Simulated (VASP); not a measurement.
# Lu (P6_3/mmc) in VASP: further runs, part 2 of 2

VASP 6.6.1. The steps go on from the part before.

## 3. Single point, r2SCAN

This run uses another cell than the first one, of 28.82 Å³/atom, 1.015 times its volume.

Contents of POSCAR:

```
Lu
1.0
    3.4975665168      0.0000000000      0.0000000000
   -1.7487832584      3.0289814550      0.0000000000
    0.0000000000      0.0000000000      5.4405032157
Lu
2
Direct
    0.3333333333      0.6666666667      0.2500000000
    0.6666666667      0.3333333333      0.7500000000
```

Contents of INCAR.step1:

```
PREC = Accurate
ENCUT = 520
ISMEAR = 1
SIGMA = 0.1
LREAL = F
LASPH = T
NELM = 80
NBANDS = 32
GGA = PE
ALGO = Normal
EDIFF = 1E-4
LWAVE = T
LCHARG = F
```

Contents of INCAR.step2:

```
PREC = Accurate
ENCUT = 520
EDIFF = 1E-6
ISMEAR = 1
SIGMA = 0.1
LREAL = F
LASPH = T
NELM = 80
ALGO = Normal
ISIF = 2
LWAVE = F
LCHARG = F
METAGGA = R2SCAN
LMIXTAU = T
NBANDS = 32
ISTART = 1
```

Contents of KPOINTS:

```
regular mesh
0
Gamma
  7 7 4
```

Potentials or basis: VASP PAW PBE potentials, release 64 (Lu).

Launch:

```
$ cat potpaw_PBE.64/Lu/POTCAR > POTCAR
$ cp INCAR.step1 INCAR
$ mpirun -np 1 vasp_std > vasp.out
$ cp INCAR.step2 INCAR
$ mpirun -np 1 vasp_std > vasp.out
```

OUTCAR:

```text
PREC = Accurate
   ENCUT = 520
   EDIFF = 1E-6
   ISMEAR = 1
   LREAL = F
   LASPH = T
   NELM = 80
   ISIF = 2
   METAGGA = R2SCAN
   ISTART = 1

 ion  position               nearest neighbor table
   1  0.333  0.667  0.250-   2 3.39   2 3.39   2 3.39   2 3.39   2 3.39   2 3.39
   2  0.667  0.333  0.750-   1 3.39   1 3.39   1 3.39   1 3.39   1 3.39   1 3.39

  LATTYP: Found a hexagonal cell.
 ALAT       =     3.4975665168
 C/A-ratio  =     1.5555110073

  Lattice vectors:

 A1 = (   3.4975665168,   0.0000000000,   0.0000000000)
 A2 = (  -1.7487832584,   3.0289814550,   0.0000000000)
 A3 = (   0.0000000000,   0.0000000000,   5.4405032157)

Analysis of symmetry for initial positions (statically):
=====================================================================
 Subroutine PRICEL returns:
 Original cell was already a primitive cell.

 Routine SETGRP: Setting up the symmetry group for a
 hexagonal supercell.

 Subroutine GETGRP returns: Found 24 space group operations
 (whereof 12 operations were pure point group operations)
 out of a pool of 24 trial point group operations.

The static configuration has the point symmetry D_3d.
 The point group associated with its full space group is D_6h.

Analysis of symmetry for dynamics (positions and initial velocities):
=====================================================================
 Subroutine PRICEL returns:
 Original cell was already a primitive cell.

 Routine SETGRP: Setting up the symmetry group for a
 hexagonal supercell.

 Subroutine GETGRP returns: Found 24 space group operations
 (whereof 12 operations were pure point group operations)
 out of a pool of 24 trial point group operations.

[... 110 lines left out ...]
   PSTRESS=    0.0 pullay stress
   NELECT =      50.0000    total number of electrons
   NUPDOWN=      -1.0000    fix difference up-down
   EMIN   =  10.00;   EMAX   =-10.00  energy-range for DOS
   EFERMI =   0.00;   METHOD = LEGACY
   ISMEAR =     1;   SIGMA  =   0.10  broadening in eV -4-tet -1-fermi 0-gaus
   EFERMI_NEDOS =   21; number of points for ismear=-14 and -15
   IALGO  =     38    algorithm
   IMIX   =      4    mixing-type and parameters
     AMIX     =   0.40;   BMIX     =  1.00
     AMIX_MAG =   1.60;   BMIX_MAG =  1.00
  volume/ion in A,a.u.               =      28.82       194.48
  Fermi-wavevector in a.u.,A,eV,Ry     =   1.561340  2.950506 33.168065  2.437784
  Thomas-Fermi vector in A             =   2.664420
   LORBIT       =      0    0 simple, 1 ext, 2 COOP (PROOUT), +10 PAW based schemes
   METAGGA = R2SCAN    functional components
   LHFCALC =     F    Hartree Fock is set to
   AEXX    =    0.0000 exact exchange contribution
   IVDW    =     0    specifies the selected vdW correction
   LEPSILON=     F    determine dielectric tensor
   LRPA    =     F    only Hartree local field effects (RPA)
 non-spin polarized calculation
 Methfessel and Paxton  Order N= 1 SIGMA  =   0.10
  energy-cutoff  :      520.00
  volume of cell :       57.64
 maximum number of plane-waves:      1580
 NGX is ok and might be reduce to    28
   NGX = 13   NGY = 13   NGZ = 21

 number of electron      50.0000012 magnetization

 Free energy of the ion-electron system (eV)
  ---------------------------------------------------
  ext. energy  EPLUGINS =         0.00000000
  ---------------------------------------------------
  free energy    TOTEN  =       -76.12445463 eV

  energy without entropy =      -76.12386641  energy(sigma->0) =      -76.12425855

 E-fermi :   2.1800     XC(G=0): -11.6539

 val. band max:        2.1329590412   @ k =   0.1429   0.1429   0.2500
 cond. band min:       2.2216413090   @ k =   0.2857   0.2857   0.5000
 fundamental gap:      0.0886822678
 Fermi energy:         2.1800287450

 k-point     1 :       0.0000    0.0000    0.0000
  band No.  band energies     occupation
      1     -55.6465      2.00000
      2     -55.6054      2.00000
      3     -25.9571      2.00000
      4     -25.5014      2.00000
      5     -25.5014      2.00000
      6     -25.4117      2.00000
[... 829 lines left out ...]
     31       8.2121      0.00000
     32       8.2121      0.00000

------------------------ aborting loop because EDIFF is reached ----------------------------------------

  FORCE on cell =-STRESS in cart. coord.  units (eV):
  Direction    XX          YY          ZZ          XY          YZ          ZX
  --------------------------------------------------------------------------------------
  -------------------------------------------------------------------------------------
  Total        0.0952189      0.0952189      0.1403111      0.0000000      0.0000000      0.0000000
  in kB        2.6468666      2.6468666      3.9003251      0.0000000      0.0000000      0.0000000
  external PRESSURE =       3.0646861 kB  Pullay stress =       0.0000000 kB

 VOLUME and BASIS-vectors are now :
 -----------------------------------------------------------------------------
  energy-cutoff  :      520.00
  volume of cell :       57.64
      direct lattice vectors                 reciprocal lattice vectors
     3.497566517  0.000000000  0.000000000     0.285913076  0.165071991  0.000000000
    -1.748783258  3.028981455  0.000000000     0.000000000  0.330143982  0.000000000
     0.000000000  0.000000000  5.440503216     0.000000000  0.000000000  0.183806527

 POSITION                                       TOTAL-FORCE (eV/Angst)
 -----------------------------------------------------------------------------------
     -0.00000      2.01932      1.36013         0.000000     -0.000000      0.000000
      1.74878      1.00966      4.08038        -0.000000      0.000000      0.000000
 -----------------------------------------------------------------------------------
    total drift:                               -0.000000      0.000000     -0.000000

  FREE ENERGIE OF THE ION-ELECTRON SYSTEM (eV)
  ---------------------------------------------------
  free  energy   TOTEN  =       -76.1244546256 eV

  energy  without entropy=      -76.1238664105  energy(sigma->0) =      -76.12425855
```

OSZICAR.step1:

```text
N       E                     dE             d eps       ncg     rms          rms(c)
DAV:   1     0.241482652494E+03    0.24148E+03   -0.19273E+04  2224   0.512E+03
DAV:   2     0.207398743281E+02   -0.22074E+03   -0.21265E+03  1672   0.553E+02
DAV:   3    -0.651872075645E+01   -0.27259E+02   -0.26726E+02  2176   0.117E+02
DAV:   4    -0.916295190112E+01   -0.26442E+01   -0.26304E+01  2336   0.244E+01
DAV:   5    -0.922763662770E+01   -0.64685E-01   -0.64663E-01  2304   0.412E+00    0.492E+00
DAV:   6    -0.909039223942E+01    0.13724E+00   -0.41995E-01  2424   0.836E+00    0.232E+00
DAV:   7    -0.905596187740E+01    0.34430E-01   -0.97551E-02  2256   0.190E+00    0.430E-01
DAV:   8    -0.905305606167E+01    0.29058E-02   -0.11467E-02  2504   0.896E-01    0.139E-01
DAV:   9    -0.905326538978E+01   -0.20933E-03   -0.12871E-03  1856   0.262E-01    0.663E-02
DAV:  10    -0.905327107062E+01   -0.56808E-05   -0.17241E-04  1680   0.833E-02
   1 F= -.90532711E+01 E0= -.90531570E+01  d E =-.342099E-03
```

Run time: 3.6 min. Hardware: 1 thread of Intel Xeon Platinum 8259CL at 2.50GHz (Skylake/Cascade Lake), shared host; peak memory 0.2 GiB.

What came out:

- Free energy: -76.1245 eV
- Pressure: 0.3 GPa
- Band gap on the k mesh: zero (band 25 reaches 3.58 eV, above the bottom of band 26 at 1.57 eV)

Stress tensor (GPa, compression positive):
```
0.26 0.00 0.00
0.00 0.26 0.00
0.00 0.00 0.39
```

Caveat: the PAW data sets were made with another functional, which shifts forces and pressure a little; spin-orbit coupling is left out, which moves the levels of the heavy elements.

## 4. Single point, r2SCAN

This run uses another cell than the first one, of 28.82 Å³/atom, 1.015 times its volume.

POSCAR is that of step 3.

Contents of INCAR.step1:

```
SYSTEM = Lu
ALGO = Normal ; EDIFF = 1E-4
ENCUT = 520 ; GGA = PE
ISMEAR = 1 ; LASPH = .TRUE.
LCHARG = .FALSE. ; LREAL = .FALSE.
LWAVE = .TRUE. ; NBANDS = 32
NELM = 60 ; PREC = Accurate
SIGMA = 0.1
```

Contents of INCAR.step2:

```
SYSTEM = Lu
ALGO = Normal ; EDIFF = 1E-6
ENCUT = 520 ; ISIF = 2
ISMEAR = 1 ; ISTART = 1
LASPH = .TRUE. ; LCHARG = .FALSE.
LMIXTAU = .TRUE. ; LREAL = .FALSE.
LWAVE = .FALSE. ; METAGGA = R2SCAN
NBANDS = 32 ; NELM = 60
PREC = Accurate ; SIGMA = 0.1
```

Contents of KPOINTS:

```
k-points
0
G
  7 7 4
  0 0 0
```

Launch:

```
$ cat potpaw_PBE.64/Lu/POTCAR > POTCAR
$ cp INCAR.step1 INCAR
$ mpirun -np 1 vasp_std > vasp.out
$ cp INCAR.step2 INCAR
$ mpirun -np 1 vasp_std > vasp.out
```

Run time: 3.2 min. Hardware: 1 thread of Intel Xeon Platinum 8259CL at 2.50GHz (Skylake/Cascade Lake), shared host; peak memory 0.2 GiB.

Results (log left out):

- Free energy: -76.1245 eV
- Pressure: 0.3 GPa
- Band gap on the k mesh: zero (band 25 reaches 3.58 eV, above the bottom of band 26 at 1.57 eV)

Stress tensor (GPa, compression positive):
```
0.26 0.00 0.00
0.00 0.26 0.00
0.00 0.00 0.39
```

Levels at points of the mesh, in eV from the Fermi level:
| k point | band 22 | band 23 | band 24 | band 25 | band 26 | band 27 |
| --- | --- | --- | --- | --- | --- | --- |
| (0.00, 0.00, 0.00) | -5.00 | -4.99 | -2.39 | 0.63 | 2.46 | 2.46 |
| (0.00, 0.00, 0.50) | -4.99 | -4.52 | -4.52 | 1.40 | 1.40 | 2.37 |

Caveat: the PAW data sets were made with another functional, which shifts forces and pressure a little; spin-orbit coupling is left out, which moves the levels of the heavy elements.

## 5. Single point, r2SCAN

This run uses another cell than the first one, of 29.25 Å³/atom, 1.030 times its volume.

Contents of POSCAR:

```
Lu
1.0
    3.5149676317      0.0000000000      0.0000000000
   -1.7574838158      3.0440512625      0.0000000000
    0.0000000000      0.0000000000      5.4675708415
Lu
2
Direct
    0.3333333333      0.6666666667      0.2500000000
    0.6666666667      0.3333333333      0.7500000000
```

Contents of INCAR.step1:

```
ALGO = Normal
EDIFF = 1E-4
ENCUT = 520
GGA = PE
ISMEAR = 1
LASPH = T
LCHARG = F
LREAL = F
LWAVE = T
NBANDS = 32
NELM = 80
PREC = Accurate
SIGMA = 0.1
```

Contents of INCAR.step2:

```
ALGO = Normal
EDIFF = 1E-6
ENCUT = 520
ISIF = 2
ISMEAR = 1
ISTART = 1
LASPH = T
LCHARG = T
LELF = T
LMIXTAU = T
LREAL = F
LVHAR = T
LWAVE = F
METAGGA = R2SCAN
NBANDS = 32
NELM = 80
PREC = Accurate
SIGMA = 0.1
```

Contents of KPOINTS:

```
k-points
0
Gamma
  7 7 4
```

Launch:

```
$ cat potpaw_PBE.64/Lu/POTCAR > POTCAR
$ cp INCAR.step1 INCAR
$ mpirun -np 1 vasp_std > vasp.out
$ cp INCAR.step2 INCAR
$ mpirun -np 1 vasp_std > vasp.out
```

Run time: 3.4 min. Hardware: 1 thread of Intel Xeon Platinum 8259CL at 2.50GHz (Skylake/Cascade Lake), shared host; peak memory 0.21 GiB.

The run converged. Its results:

| Quantity | Value |
| --- | --- |
| Free energy | -76.1266 eV |
| Pressure | -0.4 GPa |
| Band gap on the k mesh | zero (band 25 reaches 3.52 eV, above the bottom of band 26 at 1.51 eV) |

Stress tensor (GPa, compression positive):
```
-0.45  0.00  0.00
 0.00 -0.45  0.00
 0.00  0.00 -0.31
```

Levels at points of the mesh, in eV from the Fermi level:
| k point | band 20 | band 21 | band 22 | band 23 | band 24 | band 25 | band 26 | band 27 | band 28 | band 29 |
| --- | --- | --- | --- | --- | --- | --- | --- | --- | --- | --- |
| (0.00, 0.00, 0.00) | -5.04 | -5.04 | -5.03 | -5.02 | -2.37 | 0.58 | 2.45 | 2.45 | 2.97 | 3.25 |
| (0.00, 0.00, 0.50) | -5.04 | -5.02 | -5.02 | -4.51 | -4.51 | 1.39 | 1.39 | 2.36 | 2.36 | 2.36 |

Caveat: the PAW data sets were made with another functional, which shifts forces and pressure a little; spin-orbit coupling is left out, which moves the levels of the heavy elements.

## 6. Summary

```csv
cell,gap on the mesh (eV),pressure (GPa)
"a = 3.480, b = 3.480, c = 5.413 Å, angles 90.0, 90.0, 120.0°, 2 atoms",none,1.1
"a = 3.498, b = 3.498, c = 5.441 Å, angles 90.0, 90.0, 120.0°, 2 atoms",none,0.3
"a = 3.515, b = 3.515, c = 5.468 Å, angles 90.0, 90.0, 120.0°, 2 atoms",none,-0.4
```

Alike in all rows: task single point; level r2SCAN; potentials or basis VASP PAW PBE potentials, release 64 (Lu); no spin polarisation; k mesh 7 × 7 × 4; cutoff (eV) 520; smearing methfessel-paxton 0.1 eV.

Caveats: the PAW data sets were made with another functional, which shifts forces and pressure a little; spin-orbit coupling is left out, which moves the levels of the heavy elements.

Total energies depend on the potentials used, so only differences within one code and one set of settings carry meaning.
